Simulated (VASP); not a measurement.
# CsPtS (P4/mmm) in VASP: further runs

Runs on CsPtS. Level: PBE. Tasks: single point.

All numbers are computed with VASP 6.6.1; they aren't measurements. Logs are shortened: lines on timing, memory, paths and dates and some standing lists are left out, and cuts for length are marked.

## (1) The cell of the first run

The structure is tetragonal, space group P4/mmm (No. 123). The conventional cell has a = 4.364 Å, b = 4.364 Å, c = 4.445 Å, α = 90.00°, β = 90.00°, γ = 90.00°. Cs (site symmetry 4/mmm) has 4 Pt at 3.09 Å and 8 S at 3.80 Å within 4.1 Å. Pt (site symmetry 4/mmm) has 2 S at 2.22 Å within 2.9 Å. S (site symmetry 4/mmm) has 2 Pt at 2.22 Å within 2.9 Å.

## (2) Single point, PBE, collinear spin, ferromagnetic start

Contents of INCAR:

```
SYSTEM = CsPtS
PREC = Accurate
ENCUT = 500
EDIFF = 1E-6
ISMEAR = 0
SIGMA = 0.1
LREAL = .FALSE.
LASPH = .TRUE.
NELM = 200
ALGO = Normal
ISIF = 2
LWAVE = .FALSE.
LCHARG = .FALSE.
ISPIN = 2
MAGMOM = 0 1 0
LORBIT = 11
LMAXMIX = 4
GGA = PE
NBANDS = 24
GGA_COMPAT = .FALSE.
```

Contents of KPOINTS:

```
Automatic mesh
0
G
  4 4 4
  0 0 0
```

Contents of POSCAR:

```
CsPtS
1.0
    4.3641216500      0.0000000000      0.0000000000
    0.0000000000      4.3641216500      0.0000000000
    0.0000000000      0.0000000000      4.4450422700
Cs Pt S
1 1 1
Direct
    0.0000000000      0.0000000000      0.0000000000
    0.5000000000      0.5000000000      0.0000000000
    0.5000000000      0.5000000000      0.5000000000
```

Potentials or basis: VASP PAW PBE potentials, release 64 (Cs_sv, Pt, S).

Run with:

```bash
$ cat potpaw_PBE.64/Cs_sv/POTCAR potpaw_PBE.64/Pt/POTCAR potpaw_PBE.64/S/POTCAR > POTCAR
$ mpirun -np 1 vasp_std > vasp.out
```

OUTCAR:

```text
SYSTEM = CsPtS
   PREC = Accurate
   ENCUT = 500
   EDIFF = 1E-6
   ISMEAR = 0
   LREAL = .FALSE.
   LASPH = .TRUE.
   NELM = 200
   ISIF = 2
   ISPIN = 2
   LORBIT = 11
   GGA = PE

 ion  position               nearest neighbor table
   1  0.000  0.000  0.000-   2 3.09   2 3.09   2 3.09   2 3.09
   2  0.500  0.500  0.000-   3 2.22   3 2.22   1 3.09   1 3.09   1 3.09   1 3.09
   3  0.500  0.500  0.500-   2 2.22   2 2.22

  LATTYP: Found a simple tetragonal cell.
 ALAT       =     4.3641216500
 C/A-ratio  =     1.0185422466

  Lattice vectors:

 A1 = (   4.3641216500,   0.0000000000,   0.0000000000)
 A2 = (   0.0000000000,   4.3641216500,   0.0000000000)
 A3 = (   0.0000000000,   0.0000000000,   4.4450422700)

Analysis of symmetry for initial positions (statically):
=====================================================================
 Subroutine PRICEL returns:
 Original cell was already a primitive cell.

 Routine SETGRP: Setting up the symmetry group for a
 simple tetragonal supercell.

 Subroutine GETGRP returns: Found 16 space group operations
 (whereof 16 operations were pure point group operations)
 out of a pool of 16 trial point group operations.

The static configuration has the point symmetry D_4h.

Analysis of symmetry for dynamics (positions and initial velocities):
=====================================================================
 Subroutine PRICEL returns:
 Original cell was already a primitive cell.

 Routine SETGRP: Setting up the symmetry group for a
 simple tetragonal supercell.

 Subroutine GETGRP returns: Found 16 space group operations
 (whereof 16 operations were pure point group operations)
 out of a pool of 16 trial point group operations.

The dynamic configuration has the point symmetry D_4h.

Analysis of structural, dynamic, and magnetic symmetry:
=====================================================================
 Subroutine PRICEL returns:
 Original cell was already a primitive cell.

 Routine SETGRP: Setting up the symmetry group for a
 simple tetragonal supercell.

 Subroutine GETGRP returns: Found 16 space group operations
 (whereof 16 operations were pure point group operations)
 out of a pool of 16 trial point group operations.

The overall configuration has the point symmetry D_4h.

 Subroutine INISYM returns: Found 16 space group operations
 (whereof 16 operations are pure point group operations),
 and found     1 'primitive' translations

----------------------------------------------------------------------------------------

                                     Primitive cell

  volume of cell :      84.6583

  direct lattice vectors                    reciprocal lattice vectors
     4.364121650  0.000000000  0.000000000     0.229141184  0.000000000  0.000000000
     0.000000000  4.364121650  0.000000000     0.000000000  0.229141184  0.000000000
     0.000000000  0.000000000  4.445042270     0.000000000  0.000000000  0.224969739

  length of vectors
     4.364121650  4.364121650  4.445042270     0.229141184  0.229141184  0.224969739

  position of ions in fractional coordinates (direct lattice)
     0.000000000  0.000000000  0.000000000
     0.500000000  0.500000000  0.000000000
     0.500000000  0.500000000  0.500000000

  ion indices of the primitive-cell ions
   primitive index   ion index
                 1           1
                 2           2
                 3           3

----------------------------------------------------------------------------------------

 KPOINTS: Automatic mesh

Automatic generation of k-mesh.
 Grid dimensions read from file:
 generate k-points for:    4    4    4

 Generating k-lattice:

  Cartesian coordinates                     Fractional coordinates (reciprocal lattice)
     0.057285296  0.000000000  0.000000000     0.250000000  0.000000000  0.000000000
     0.000000000  0.057285296  0.000000000     0.000000000  0.250000000  0.000000000
     0.000000000  0.000000000  0.056242435     0.000000000  0.000000000  0.250000000

  Length of vectors
     0.057285296  0.057285296  0.056242435

  Shift w.r.t. Gamma in fractional coordinates (k-lattice)
     0.000000000  0.000000000  0.000000000

 Subroutine IBZKPT returns following result:
 ===========================================

 Found     18 irreducible k-points:

 Following reciprocal coordinates:
            Coordinates               Weight
  0.000000  0.000000  0.000000      1.000000
  0.250000  0.000000  0.000000      4.000000
  0.500000  0.000000  0.000000      2.000000
  0.250000  0.250000  0.000000      4.000000
  0.500000  0.250000  0.000000      4.000000
  0.500000  0.500000  0.000000      1.000000
[... 10 lines left out ...]
  0.500000  0.250000  0.500000      4.000000
  0.500000  0.500000  0.500000      1.000000
   k-points           NKPTS =     18   k-points in BZ     NKDIM =     18   number of bands    NBANDS=     24
   number of dos      NEDOS =    301   number of ions     NIONS =      3
   total plane-waves  NPLWV =  32768
   dimension x,y,z NGX =    32 NGY =   32 NGZ =   32
   dimension x,y,z NGXF=    64 NGYF=   64 NGZF=   64
   ions per type =               1   1   1
   NGX,Y,Z   is equivalent  to a cutoff of  12.19, 12.19, 11.97 a.u.
   NGXF,Y,Z  is equivalent  to a cutoff of  24.38, 24.38, 23.94 a.u.
 SYSTEM =  CsPtS
   PREC   = accura    normal or accurate (medium, high low for compatibility)
   ISTART =      0    job   : 0-new  1-cont  2-samecut
   ICHARG =      2    charge: 1-file 2-atom 10-const
   ISPIN  =      2    spin polarized calculation?
   LNONCOLLINEAR =      F non collinear calculations
   LSORBIT =      F    spin-orbit coupling
   LASPH  =      T    aspherical Exc in radial PAW
   ENCUT  =  500.0 eV  36.75 Ry    6.06 a.u.   7.96  7.96  8.10*2*pi/ulx,y,z
   NELM   =    200;   NELMIN=  2; NELMDL= -5     # of ELM steps
   EDIFF  = 0.1E-05   stopping-criterion for ELM
   LREAL  =      F    real-space projection
   EDIFFG = 0.1E-04   stopping-criterion for IOM
   NSW    =      0    number of steps for IOM
   IBRION =     -1    ionic relax: 0-MD 1-quasi-New 2-CG
   NFREE  =      0    steps in history (QN), initial steepest desc. (CG)
   ISIF   =      2    stress and relaxation
   ISYM   =      2    0-nonsym 1-usesym 2-fastsym
   POTIM  = 0.5000    time-step for ionic-motion
   TEBEG  =    0.0;   TEEND  =   0.0 temperature during run
   PSTRESS=    0.0 pullay stress
   NELECT =      25.0000    total number of electrons
   NUPDOWN=      -1.0000    fix difference up-down
   EMIN   =  10.00;   EMAX   =-10.00  energy-range for DOS
   EFERMI =   0.00;   METHOD = LEGACY
   ISMEAR =     0;   SIGMA  =   0.10  broadening in eV -4-tet -1-fermi 0-gaus
   EFERMI_NEDOS =   21; number of points for ismear=-14 and -15
   IALGO  =     38    algorithm
   IMIX   =      4    mixing-type and parameters
     AMIX     =   0.40;   BMIX     =  1.00
     AMIX_MAG =   1.60;   BMIX_MAG =  1.00
  volume/ion in A,a.u.               =      28.22       190.43
  Fermi-wavevector in a.u.,A,eV,Ry     =   1.090180  2.060142 16.170428  1.188493
  Thomas-Fermi vector in A             =   2.226399
   LORBIT       =     11    0 simple, 1 ext, 2 COOP (PROOUT), +10 PAW based schemes
   GGA     = PE    functional components
   LHFCALC =     F    Hartree Fock is set to
   AEXX    =    0.0000 exact exchange contribution
   IVDW    =     0    specifies the selected vdW correction
   LEPSILON=     F    determine dielectric tensor
   LRPA    =     F    only Hartree local field effects (RPA)
 spin polarized calculation
 Gauss-broadening in eV      SIGMA  =   0.10
  energy-cutoff  :      500.00
  volume of cell :       84.66
 maximum number of plane-waves:      2208
 NGX is ok and might be reduce to    32
   NGX = 15   NGY = 15   NGZ = 17

 number of electron      24.9999995 magnetization       0.0003344

 number of electron      24.9999995 magnetization      -0.0000068

 Free energy of the ion-electron system (eV)
  ---------------------------------------------------
  ext. energy  EPLUGINS =         0.00000000
  ---------------------------------------------------
  free energy    TOTEN  =       -11.87891301 eV

  energy without entropy =      -11.87891151  energy(sigma->0) =      -11.87891226

 E-fermi :   3.6543     XC(G=0):  -9.2357

 val. band max:        3.3750228095   @ k =   0.5000   0.0000   0.5000
 cond. band min:       3.9550864691   @ k =   0.5000   0.0000   0.5000
 fundamental gap:      0.5800636596
 Fermi energy:         3.6542799924

 spin component 1

 k-point     1 :       0.0000    0.0000    0.0000
  band No.  band energies     occupation
      1     -17.5438      1.00000
      2      -9.9780      1.00000
      3      -4.3485      1.00000
      4      -4.3485      1.00000
      5      -4.2954      1.00000
      6       0.4334      1.00000
[... 16 lines left out ...]
     23      13.8087      0.00000
     24      13.9804      0.00000
[... 435 lines left out ...]
      1     -17.4153      1.00000
      2      -8.8527      1.00000
      3      -4.8235      1.00000
      4      -4.8235      1.00000
      5      -4.5503      1.00000
      6      -3.8657      1.00000
[... 16 lines left out ...]
     23      15.2056      0.00000
     24      15.7380      0.00000
 Fermi energy:         3.6542799924

 spin component 2

 k-point     1 :       0.0000    0.0000    0.0000
  band No.  band energies     occupation
      1     -17.5438      1.00000
      2      -9.9780      1.00000
      3      -4.3485      1.00000
      4      -4.3485      1.00000
      5      -4.2954      1.00000
      6       0.4334      1.00000
[... 16 lines left out ...]
     23      13.8087      0.00000
     24      13.9805      0.00000
[... 436 lines left out ...]
      2      -8.8527      1.00000
      3      -4.8234      1.00000
      4      -4.8234      1.00000
      5      -4.5502      1.00000
      6      -3.8658      1.00000
[... 16 lines left out ...]
     23      15.2055      0.00000
     24      15.7379      0.00000

------------------------ aborting loop because EDIFF is reached ----------------------------------------

  FORCE on cell =-STRESS in cart. coord.  units (eV):
  Direction    XX          YY          ZZ          XY          YZ          ZX
  --------------------------------------------------------------------------------------
  -------------------------------------------------------------------------------------
  Total        6.3660818      6.3660818     -2.0694181      0.0000000      0.0000000      0.0000000
  in kB      120.4795146    120.4795146    -39.1641986      0.0000000      0.0000000      0.0000000
  external PRESSURE =      67.2649435 kB  Pullay stress =       0.0000000 kB

 VOLUME and BASIS-vectors are now :
 -----------------------------------------------------------------------------
  energy-cutoff  :      500.00
  volume of cell :       84.66
      direct lattice vectors                 reciprocal lattice vectors
     4.364121650  0.000000000  0.000000000     0.229141184  0.000000000  0.000000000
     0.000000000  4.364121650  0.000000000     0.000000000  0.229141184  0.000000000
     0.000000000  0.000000000  4.445042270     0.000000000  0.000000000  0.224969739

 POSITION                                       TOTAL-FORCE (eV/Angst)
 -----------------------------------------------------------------------------------
      0.00000      0.00000      0.00000         0.000000      0.000000      0.000000
      2.18206      2.18206      0.00000         0.000000      0.000000      0.000000
      2.18206      2.18206      2.22252         0.000000      0.000000      0.000000
 -----------------------------------------------------------------------------------
    total drift:                                0.000000     -0.000000     -0.000000

  FREE ENERGIE OF THE ION-ELECTRON SYSTEM (eV)
  ---------------------------------------------------
  free  energy   TOTEN  =       -11.8789130073 eV

  energy  without entropy=      -11.8789115078  energy(sigma->0) =      -11.87891226

 total charge

# of ion       s       p       d       tot
------------------------------------------
    1        1.848   4.665   0.109   6.622
    2        0.722   0.447   8.280   9.449
    3        1.311   2.373   0.000   3.684
--------------------------------------------------
tot          3.882   7.485   8.389  19.755

 magnetization (x)

# of ion       s       p       d       tot
------------------------------------------
    1        0.000  -0.000   0.000  -0.000
    2        0.000   0.000  -0.000  -0.000
    3        0.000  -0.000   0.000  -0.000
--------------------------------------------------
tot          0.000  -0.000  -0.000  -0.000
```

It used 80 s of CPU time on 1 thread of Intel Xeon 8259CL, with other jobs on the host.

Results:

| Property | Result |
| --- | --- |
| Free energy | -11.8789 eV |
| Pressure | 6.7 GPa |
| Net moment | 0.00 μB per cell |
| Valence electrons inside the program's atomic spheres | Cs 6.62; Pt 9.45; S 3.68 |

Levels at points of the mesh, in eV from the Fermi level:
Spin up:
```tsv
k point	band 10	band 11	band 12	band 13	band 14	band 15	band 16	band 17
(0.00, 0.00, 0.00)	-2.83	-2.54	-2.07	-2.07	0.71	3.25	4.74	7.87
(0.50, 0.00, 0.00)	-2.31	-2.05	-1.53	-1.26	2.37	3.13	4.96	5.21
(0.50, 0.50, 0.00)	-2.53	-2.53	-2.14	-1.84	1.08	3.55	6.44	6.44
(0.00, 0.00, 0.50)	-2.64	-2.51	0.68	0.68	5.42	5.71	5.97	6.37
(0.50, 0.00, 0.50)	-1.24	-0.28	0.30	0.75	1.78	3.43	3.45	5.24
(0.50, 0.50, 0.50)	-2.11	-1.82	0.30	0.30	5.15	5.15	6.09	6.09
```
Spin down:
| k point | band 11 | band 12 | band 13 | band 14 | band 15 | band 16 |
| --- | --- | --- | --- | --- | --- | --- |
| (0.00, 0.00, 0.00) | -2.54 | -2.07 | -2.07 | 0.71 | 3.25 | 4.74 |
| (0.50, 0.00, 0.00) | -2.05 | -1.53 | -1.26 | 2.37 | 3.13 | 4.96 |
| (0.50, 0.50, 0.00) | -2.53 | -2.14 | -1.84 | 1.08 | 3.55 | 6.44 |
| (0.00, 0.00, 0.50) | -2.51 | 0.68 | 0.68 | 5.42 | 5.71 | 5.97 |
| (0.50, 0.00, 0.50) | -0.28 | 0.30 | 0.75 | 1.78 | 3.43 | 3.45 |
| (0.50, 0.50, 0.50) | -1.82 | 0.30 | 0.30 | 5.15 | 5.15 | 6.09 |

Caveat: spin-orbit coupling is left out, which moves the levels of the heavy elements.

## (3) Single point, PBE, collinear spin, ferromagnetic start

This run uses another cell than the first one, of 37.53 Å³/atom, 1.330 times its volume.

Contents of INCAR:

```
SYSTEM = CsPtS
ALGO = Normal
EDIFF = 1E-6
ENCUT = 500
GGA = PE
GGA_COMPAT = .FALSE.
ISIF = 2
ISMEAR = 0
ISPIN = 2
LASPH = .TRUE.
LCHARG = .TRUE.
LELF = .TRUE.
LMAXMIX = 4
LORBIT = 11
LREAL = .FALSE.
LVHAR = .TRUE.
LWAVE = .FALSE.
MAGMOM = 0 1 0
NBANDS = 24
NELM = 200
PREC = Accurate
SIGMA = 0.1
```

Contents of KPOINTS:

```
k-points
0
G
  4 4 4
  0 0 0
```

Contents of POSCAR:

```
CsPtS
1.0
    5.1037395559      0.0000000000      0.0000000000
    0.0000000000      5.1037395559      0.0000000000
    0.0000000000      0.0000000000      4.3218137541
Cs Pt S
1 1 1
Direct
    0.0000000000      0.0000000000      0.0000000000
    0.5000000000      0.5000000000      0.0000000000
    0.5000000000      0.5000000000      0.5000000000
```

Potentials or basis: VASP PAW PBE potentials, release 64 (Cs_sv, Pt, S).

Run with:

```bash
$ cat potpaw_PBE.64/Cs_sv/POTCAR potpaw_PBE.64/Pt/POTCAR potpaw_PBE.64/S/POTCAR > POTCAR
$ mpirun -np 1 vasp_std > vasp.out
```

It took 4 min on 1 thread of Intel Xeon 8259CL, shared host; peak memory 0.3 GiB.

It converged, with:

```yaml
Free_energy: -12.8151 eV
Pressure: 0.2 GPa
Net_moment: 0.00 μB per cell
Valence_electrons_inside_the_program's_atomic_spheres: Cs 6.57; Pt 9.44; S 3.69
```

Stress tensor (GPa, compression positive):
```
 0.29  0.00  0.00
 0.00  0.29  0.00
 0.00  0.00 -0.12
```

Levels at points of the mesh, in eV from the Fermi level:
Spin up:
| k point | band 9 | band 10 | band 11 | band 12 | band 13 | band 14 | band 15 | band 16 | band 17 | band 18 |
| --- | --- | --- | --- | --- | --- | --- | --- | --- | --- | --- |
| (0.00, 0.00, 0.00) | -2.74 | -2.42 | -2.42 | -1.93 | -1.86 | 1.43 | 2.70 | 3.92 | 6.53 | 7.02 |
| (0.50, 0.00, 0.00) | -2.78 | -2.54 | -2.11 | -1.68 | -1.55 | 2.16 | 3.26 | 3.46 | 4.83 | 5.60 |
| (0.50, 0.50, 0.00) | -2.63 | -2.63 | -2.41 | -1.81 | -1.58 | 1.78 | 3.03 | 5.32 | 5.32 | 6.37 |
| (0.00, 0.00, 0.50) | -2.20 | -1.83 | -1.80 | 1.03 | 1.03 | 4.44 | 4.89 | 4.89 | 4.91 | 5.25 |
| (0.50, 0.00, 0.50) | -1.63 | -1.51 | -1.34 | 0.89 | 1.08 | 1.99 | 3.14 | 3.27 | 4.40 | 6.78 |
| (0.50, 0.50, 0.50) | -1.85 | -1.74 | -1.54 | 0.82 | 0.82 | 3.76 | 3.76 | 4.63 | 4.63 | 6.17 |
Spin down:
```csv
k point,band 9,band 10,band 11,band 12,band 13,band 14,band 15,band 16,band 17,band 18
"(0.00, 0.00, 0.00)",-2.74,-2.42,-2.42,-1.93,-1.86,1.43,2.70,3.92,6.53,7.02
"(0.50, 0.00, 0.00)",-2.78,-2.54,-2.11,-1.68,-1.55,2.16,3.26,3.46,4.83,5.60
"(0.50, 0.50, 0.00)",-2.63,-2.63,-2.41,-1.81,-1.58,1.78,3.03,5.32,5.32,6.37
"(0.00, 0.00, 0.50)",-2.20,-1.83,-1.80,1.03,1.03,4.44,4.89,4.89,4.91,5.25
"(0.50, 0.00, 0.50)",-1.63,-1.51,-1.34,0.89,1.08,1.99,3.14,3.27,4.40,6.78
"(0.50, 0.50, 0.50)",-1.85,-1.74,-1.54,0.82,0.82,3.76,3.76,4.63,4.63,6.17
```

Caveat: the k points lie up to 0.36 Å⁻¹ apart; spin-orbit coupling is left out, which moves the levels of the heavy elements.
